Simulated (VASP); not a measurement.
# CuO (Cc) in VASP: further runs

The runs below take CuO through single point, with LDA+U.

Program: VASP 6.6.1. These are calculated values, not measurements. Logs are shortened: lines on timing, memory, paths and dates and some standing lists are left out, and cuts for length are marked.

### Step 1. The cell of the first run

Symmetry: Cc, No. 9, monoclinic system. The conventional cell has a = 4.689 Å, b = 3.427 Å, c = 5.132 Å, α = 90.00°, β = 99.65°, γ = 90.00°. Cu (site symmetry 1) has 4 O at 1.91 to 2.02 Å within 2.5 Å. O (site symmetry 1) has 4 Cu at 1.91 to 2.02 Å within 2.5 Å.

### Step 2. Single point, LDA+U, collinear spin, ferromagnetic start

The input, INCAR:

```
PREC = Accurate
ENCUT = 520
EDIFF = 1E-6
ISMEAR = 0
SIGMA = 0.05
LREAL = F
LASPH = T
NELM = 150
ALGO = Normal
ISIF = 2
LWAVE = F
LCHARG = F
ISPIN = 2
MAGMOM = 0.46 0.46 0.26 0.26
LORBIT = 11
LMAXMIX = 4
LDAU = T
LDAUTYPE = 2
LDAUL = 2 -1
LDAUU = 5 0
LDAUJ = 0 0
LDAUPRINT = 1
GGA = CA
NBANDS = 29
```

The input, KPOINTS:

```
regular mesh
0
Gamma
  7 7 4
```

The input, POSCAR:

```
CuO
1.0
    2.3446497600     -1.7133998200      0.0000000000
    2.3446497600      1.7133998200      0.0000000000
   -0.8605499100      0.0000000000      5.0594394800
Cu O
2 2
Direct
    0.0032000000      0.4968000000      0.0000000000
    0.4968000000      0.0032000000      0.5000000000
    0.5714000000      0.4056000000      0.2537000000
    0.4056000000      0.5714000000      0.7537000000
```

Potentials or basis: VASP PAW LDA potentials, release 64 (Cu, O).

Run with:

```sh
cat potpaw_LDA.64/Cu/POTCAR potpaw_LDA.64/O/POTCAR > POTCAR
mpirun -np 1 vasp_std > vasp.out
```

OUTCAR:

```text
PREC = Accurate
   ENCUT = 520
   EDIFF = 1E-6
   ISMEAR = 0
   LREAL = F
   LASPH = T
   NELM = 150
   ISIF = 2
   ISPIN = 2
   LORBIT = 11
   GGA = CA

 ion  position               nearest neighbor table
   1  0.003  0.497  0.000-   4 1.91   3 1.93   4 1.98   3 2.02
   2  0.497  0.003  0.500-   3 1.91   4 1.93   3 1.98   4 2.02
   3  0.571  0.406  0.254-   2 1.91   1 1.93   2 1.98   1 2.02
   4  0.406  0.571  0.754-   1 1.91   2 1.93   1 1.98   2 2.02

  LATTYP: Found a base centered monoclinic cell.
 ALAT       =     4.6892995200
 B/A-ratio  =     0.7307700490
 C/A-ratio  =     1.0944283419
 COS(beta)  =    -0.1676798045

  Lattice vectors:

 A1 = (   2.3446497600,  -1.7133998200,   0.0000000000)
 A2 = (   2.3446497600,   1.7133998200,   0.0000000000)
 A3 = (  -0.8605499100,   0.0000000000,   5.0594394800)

Analysis of symmetry for initial positions (statically):
=====================================================================
 Subroutine PRICEL returns:
 Original cell was already a primitive cell.

 Routine SETGRP: Setting up the symmetry group for a
 base centered monoclinic supercell.

 Subroutine GETGRP returns: Found  2 space group operations
 (whereof  1 operations were pure point group operations)
 out of a pool of  4 trial point group operations.

The static configuration has the point symmetry C_1 .
 The point group associated with its full space group is C_1h.

Analysis of symmetry for dynamics (positions and initial velocities):
=====================================================================
 Subroutine PRICEL returns:
 Original cell was already a primitive cell.

 Routine SETGRP: Setting up the symmetry group for a
 base centered monoclinic supercell.

 Subroutine GETGRP returns: Found  2 space group operations
 (whereof  1 operations were pure point group operations)
 out of a pool of  4 trial point group operations.

The dynamic configuration has the point symmetry C_1 .
 The point group associated with its full space group is C_1h.

Analysis of structural, dynamic, and magnetic symmetry:
=====================================================================
 Subroutine PRICEL returns:
 Original cell was already a primitive cell.

 Routine SETGRP: Setting up the symmetry group for a
 base centered monoclinic supercell.

 Subroutine GETGRP returns: Found  2 space group operations
 (whereof  1 operations were pure point group operations)
 out of a pool of  4 trial point group operations.

The overall configuration has the point symmetry C_1 .
 The point group associated with its full space group is C_1h.

 Subroutine INISYM returns: Found  2 space group operations
 (whereof  1 operations are pure point group operations),
 and found     1 'primitive' translations

----------------------------------------------------------------------------------------

                                     Primitive cell

  volume of cell :      40.6508

  direct lattice vectors                    reciprocal lattice vectors
     2.344649760 -1.713399820  0.000000000     0.213251467 -0.291817470  0.036271514
     2.344649760  1.713399820  0.000000000     0.213251467  0.291817470  0.036271514
    -0.860549910  0.000000000  5.059439480     0.000000000  0.000000000  0.197650353

  length of vectors
     2.903983719  2.903983719  5.132102298     0.363248188  0.363248188  0.197650353

  position of ions in fractional coordinates (direct lattice)
     0.003200000  0.496800000  0.000000000
     0.496800000  0.003200000  0.500000000
     0.571400000  0.405600000  0.253700000
     0.405600000  0.571400000  0.753700000

  ion indices of the primitive-cell ions
   primitive index   ion index
                 1           1
                 2           2
                 3           3
                 4           4

----------------------------------------------------------------------------------------

 KPOINTS: regular mesh

Automatic generation of k-mesh.
 Grid dimensions read from file:
 generate k-points for:    7    7    4

 Generating k-lattice:

[... 78 lines left out ...]
   IALGO  =     38    algorithm
   IMIX   =      4    mixing-type and parameters
     AMIX     =   0.40;   BMIX     =  1.00
     AMIX_MAG =   1.60;   BMIX_MAG =  1.00
  volume/ion in A,a.u.               =      10.16        68.58
  Fermi-wavevector in a.u.,A,eV,Ry     =   1.542451  2.914810 32.370379  2.379156
  Thomas-Fermi vector in A             =   2.648254
   LORBIT       =     11    0 simple, 1 ext, 2 COOP (PROOUT), +10 PAW based schemes
 LDA+U is selected, type is set to LDAUTYPE =  2
   angular momentum for each species LDAUL =     2   -1
   U (eV)           for each species LDAUU =   5.0  0.0
   J (eV)           for each species LDAUJ =   0.0  0.0
   GGA     = CA    functional components
   LHFCALC =     F    Hartree Fock is set to
   AEXX    =    0.0000 exact exchange contribution
   IVDW    =     0    specifies the selected vdW correction
   LEPSILON=     F    determine dielectric tensor
   LRPA    =     F    only Hartree local field effects (RPA)
 spin polarized calculation
 Gauss-broadening in eV      SIGMA  =   0.05
  energy-cutoff  :      520.00
  volume of cell :       40.65
 maximum number of plane-waves:      1129
 NGX is ok and might be reduce to    24
   NGX = 11   NGY = 11   NGZ = 19

atom =   1  type =  1  l = 2

 onsite density matrix

spin component  1

  0.9664  0.0003  0.0073 -0.0061  0.0014
  0.0003  0.9911 -0.0005 -0.0242  0.0081
  0.0073 -0.0005  0.9755  0.0006 -0.0013
 -0.0061 -0.0242  0.0006  1.0062 -0.0110
  0.0014  0.0081 -0.0013 -0.0110  0.9780

spin component  2

  0.9516 -0.0384  0.0095  0.0471 -0.0164
 -0.0384  0.8004  0.0034  0.2371 -0.0800
  0.0095  0.0034  0.9704 -0.0048  0.0003
  0.0471  0.2371 -0.0048  0.6305  0.1138
 -0.0164 -0.0800  0.0003  0.1138  0.9281

 occupancies and eigenvectors

  o =  0.4177  v =  0.0000  0.0000  0.0000  0.0000  0.0000 -0.1170 -0.5517  0.0123  0.7821 -0.2647      0.0000  0.0000  0.0000  0.0000  0.0000  0.0000  0.0000  0.0000  0.0000  0.0000
  o =  0.9532  v =  0.0000  0.0000  0.0000  0.0000  0.0000  0.8520  0.1625 -0.4380  0.2184 -0.0903      0.0000  0.0000  0.0000  0.0000  0.0000  0.0000  0.0000  0.0000  0.0000  0.0000
  o =  0.9612  v =  0.8586  0.1552 -0.4455  0.1923 -0.0567  0.0000  0.0000  0.0000  0.0000  0.0000      0.0000  0.0000  0.0000  0.0000  0.0000  0.0000  0.0000  0.0000  0.0000  0.0000
  o =  0.9664  v =  0.0000  0.0000  0.0000  0.0000  0.0000  0.0707  0.0613  0.1517  0.3612  0.9153      0.0000  0.0000  0.0000  0.0000  0.0000  0.0000  0.0000  0.0000  0.0000  0.0000
  o =  0.9679  v =  0.0000  0.0000  0.0000  0.0000  0.0000  0.1333 -0.7883 -0.3081 -0.4408  0.2675      0.0000  0.0000  0.0000  0.0000  0.0000  0.0000  0.0000  0.0000  0.0000  0.0000
  o =  0.9734  v =  0.0331 -0.6105 -0.3453 -0.5777 -0.4162  0.0000  0.0000  0.0000  0.0000  0.0000      0.0000  0.0000  0.0000  0.0000  0.0000  0.0000  0.0000  0.0000  0.0000  0.0000
  o =  0.9744  v = -0.1372  0.4974  0.0418  0.0566 -0.8537  0.0000  0.0000  0.0000  0.0000  0.0000      0.0000  0.0000  0.0000  0.0000  0.0000  0.0000  0.0000  0.0000  0.0000  0.0000
  o =  0.9759  v =  0.0000  0.0000  0.0000  0.0000  0.0000  0.4875 -0.2098  0.8307 -0.1258 -0.1116      0.0000  0.0000  0.0000  0.0000  0.0000  0.0000  0.0000  0.0000  0.0000  0.0000
  o =  0.9801  v = -0.4854  0.1912 -0.8249  0.1488  0.1589  0.0000  0.0000  0.0000  0.0000  0.0000      0.0000  0.0000  0.0000  0.0000  0.0000  0.0000  0.0000  0.0000  0.0000  0.0000
  o =  1.0282  v = -0.0850 -0.5650  0.0084  0.7771 -0.2636  0.0000  0.0000  0.0000  0.0000  0.0000      0.0000  0.0000  0.0000  0.0000  0.0000  0.0000  0.0000  0.0000  0.0000  0.0000

atom =   2  type =  1  l = 2

 onsite density matrix

spin component  1

  0.9664  0.0003 -0.0073  0.0061 -0.0014
  0.0003  0.9911  0.0005  0.0242 -0.0081
 -0.0073  0.0005  0.9755  0.0006 -0.0013
  0.0061  0.0242  0.0006  1.0062 -0.0110
 -0.0014 -0.0081 -0.0013 -0.0110  0.9780

spin component  2

  0.9516 -0.0384 -0.0095 -0.0471  0.0164
 -0.0384  0.8004 -0.0034 -0.2371  0.0800
 -0.0095 -0.0034  0.9704 -0.0048  0.0003
 -0.0471 -0.2371 -0.0048  0.6305  0.1138
  0.0164  0.0800  0.0003  0.1138  0.9281

 occupancies and eigenvectors

  o =  0.4177  v =  0.0000  0.0000  0.0000  0.0000  0.0000  0.1170  0.5517  0.0123  0.7821 -0.2647      0.0000  0.0000  0.0000  0.0000  0.0000  0.0000  0.0000  0.0000  0.0000  0.0000
  o =  0.9532  v =  0.0000  0.0000  0.0000  0.0000  0.0000 -0.8520 -0.1625 -0.4380  0.2184 -0.0903      0.0000  0.0000  0.0000  0.0000  0.0000  0.0000  0.0000  0.0000  0.0000  0.0000
  o =  0.9612  v =  0.8586  0.1552  0.4455 -0.1923  0.0567  0.0000  0.0000  0.0000  0.0000  0.0000      0.0000  0.0000  0.0000  0.0000  0.0000  0.0000  0.0000  0.0000  0.0000  0.0000
  o =  0.9664  v =  0.0000  0.0000  0.0000  0.0000  0.0000 -0.0707 -0.0613  0.1517  0.3612  0.9153      0.0000  0.0000  0.0000  0.0000  0.0000  0.0000  0.0000  0.0000  0.0000  0.0000
  o =  0.9679  v =  0.0000  0.0000  0.0000  0.0000  0.0000 -0.1333  0.7883 -0.3081 -0.4408  0.2675      0.0000  0.0000  0.0000  0.0000  0.0000  0.0000  0.0000  0.0000  0.0000  0.0000
  o =  0.9734  v = -0.0331  0.6105 -0.3453 -0.5777 -0.4162  0.0000  0.0000  0.0000  0.0000  0.0000      0.0000  0.0000  0.0000  0.0000  0.0000  0.0000  0.0000  0.0000  0.0000  0.0000
  o =  0.9744  v =  0.1372 -0.4974  0.0418  0.0566 -0.8537  0.0000  0.0000  0.0000  0.0000  0.0000      0.0000  0.0000  0.0000  0.0000  0.0000  0.0000  0.0000  0.0000  0.0000  0.0000
  o =  0.9759  v =  0.0000  0.0000  0.0000  0.0000  0.0000 -0.4875  0.2098  0.8307 -0.1258 -0.1116      0.0000  0.0000  0.0000  0.0000  0.0000  0.0000  0.0000  0.0000  0.0000  0.0000
  o =  0.9801  v = -0.4854  0.1912  0.8249 -0.1488 -0.1589  0.0000  0.0000  0.0000  0.0000  0.0000      0.0000  0.0000  0.0000  0.0000  0.0000  0.0000  0.0000  0.0000  0.0000  0.0000
  o =  1.0282  v =  0.0850  0.5650  0.0084  0.7771 -0.2636  0.0000  0.0000  0.0000  0.0000  0.0000      0.0000  0.0000  0.0000  0.0000  0.0000  0.0000  0.0000  0.0000  0.0000  0.0000

 number of electron      33.9999999 magnetization       1.9760180

 Free energy of the ion-electron system (eV)
  ---------------------------------------------------
  ext. energy  EPLUGINS =         0.00000000
  ---------------------------------------------------
  free energy    TOTEN  =       -20.00140810 eV

  energy without entropy =      -20.00099175  energy(sigma->0) =      -20.00119993

 E-fermi :   4.9605     XC(G=0): -12.3790

 val. band max:        4.9575147742   @ k =  -0.4286   0.4286   0.0000
 cond. band min:       4.9745997655   @ k =   0.4286   0.4286   0.0000
 fundamental gap:      0.0170849913
 Fermi energy:         4.9605140856

 spin component 1

 k-point     1 :       0.0000    0.0000    0.0000
  band No.  band energies     occupation
      1     -14.2858      1.00000
      2     -12.8720      1.00000
      3      -3.3613      1.00000
      4      -2.2792      1.00000
      5      -1.9173      1.00000
      6      -0.3672      1.00000
[... 1529 lines left out ...]
     28      23.2249      0.00000
     29      25.1064      0.00000

 [... further k-points ...]
[... 5 lines left out ...]
  --------------------------------------------------------------------------------------
  -------------------------------------------------------------------------------------
  Total       -3.2070468     -2.0881264     -3.3086437      0.0000000      0.0000000      0.3708227
  in kB     -126.3999145    -82.2997037   -130.4041731      0.0000000      0.0000000     14.6153005
  external PRESSURE =    -113.0345971 kB  Pullay stress =       0.0000000 kB

 VOLUME and BASIS-vectors are now :
 -----------------------------------------------------------------------------
  energy-cutoff  :      520.00
  volume of cell :       40.65
      direct lattice vectors                 reciprocal lattice vectors
     2.344649760 -1.713399820  0.000000000     0.213251467 -0.291817470  0.036271514
     2.344649760  1.713399820  0.000000000     0.213251467  0.291817470  0.036271514
    -0.860549910  0.000000000  5.059439480     0.000000000  0.000000000  0.197650353

 POSITION                                       TOTAL-FORCE (eV/Angst)
 -----------------------------------------------------------------------------------
      1.17232      0.84573      0.00000        -0.612660      0.235972      0.255024
      0.74205     -0.84573      2.52972        -0.612660     -0.235972      0.255024
      2.07240     -0.28408      1.28358         0.612660      0.308250     -0.255024
      1.64213      0.28408      3.81330         0.612660     -0.308250     -0.255024
 -----------------------------------------------------------------------------------
    total drift:                               -0.000138      0.000000     -0.000635

  FREE ENERGIE OF THE ION-ELECTRON SYSTEM (eV)
  ---------------------------------------------------
  free  energy   TOTEN  =       -20.0014081034 eV

  energy  without entropy=      -20.0009917547  energy(sigma->0) =      -20.00119993

 total charge

# of ion       s       p       d       tot
------------------------------------------
    1        0.380   0.395   9.176   9.951
    2        0.380   0.395   9.176   9.951
    3        1.545   3.408   0.000   4.952
    4        1.545   3.408   0.000   4.952
--------------------------------------------------
tot          3.850   7.605  18.353  29.808

 magnetization (x)

# of ion       s       p       d       tot
------------------------------------------
    1       -0.002   0.005   0.636   0.640
    2       -0.002   0.005   0.636   0.640
    3        0.020   0.286   0.000   0.305
    4        0.020   0.286   0.000   0.305
--------------------------------------------------
tot          0.035   0.582   1.273   1.890
```

Run time: 2.8 min. Hardware: 1 thread of AMD EPYC 9R45 (Zen 5), shared host; peak memory 0.18 GiB.

What came out:

| Item | Value |
| --- | --- |
| Free energy | -20.0014 eV |
| Pressure | -11.3 GPa |
| Largest force | 0.732 eV/Å |
| Band gap on the k mesh | zero (filled and empty bands overlap) |
| Net moment | 1.98 μB per cell |
| Site moments | Cu +0.64; O +0.30 μB |
| Valence electrons inside the program's atomic spheres | Cu 9.95; O 4.95 |

Forces in eV/Å, atoms in the order of the input:
```
Cu  -0.613  0.236  0.255
Cu  -0.613 -0.236  0.255
O    0.613  0.308 -0.255
O    0.613 -0.308 -0.255
```

Levels at points of the mesh, in eV from the Fermi level:
Spin up:
| k point | band 16 | band 17 | band 18 | band 19 | band 20 | band 21 |
| --- | --- | --- | --- | --- | --- | --- |
| (0.00, 0.00, 0.00) | -2.22 | -0.59 | -0.06 | 1.70 | 6.34 | 8.16 |
| (0.00, 0.00, 0.50) | -1.97 | -0.69 | -0.69 | 4.00 | 4.00 | 11.72 |
Spin down:
```tsv
k point	band 13	band 14	band 15	band 16	band 17	band 18	band 19	band 20
(0.00, 0.00, 0.00)	-2.86	-2.14	-2.08	-1.63	1.24	1.98	2.05	6.48
(0.00, 0.00, 0.50)	-3.06	-3.06	-1.44	-1.44	1.45	1.45	4.31	4.31
```

Eigenvalues of the final occupation matrices:
```tsv
site	spin	trace	eigenvalues
site 1 d	1	4.92	0.96 0.97 0.97 0.98 1.03
site 1 d	2	4.28	0.42 0.95 0.97 0.97 0.98
site 2 d	1	4.92	0.96 0.97 0.97 0.98 1.03
site 2 d	2	4.28	0.42 0.95 0.97 0.97 0.98
```

The state reached can hang on the start; a lower one may exist.

(Continued in part 2 of 2.)
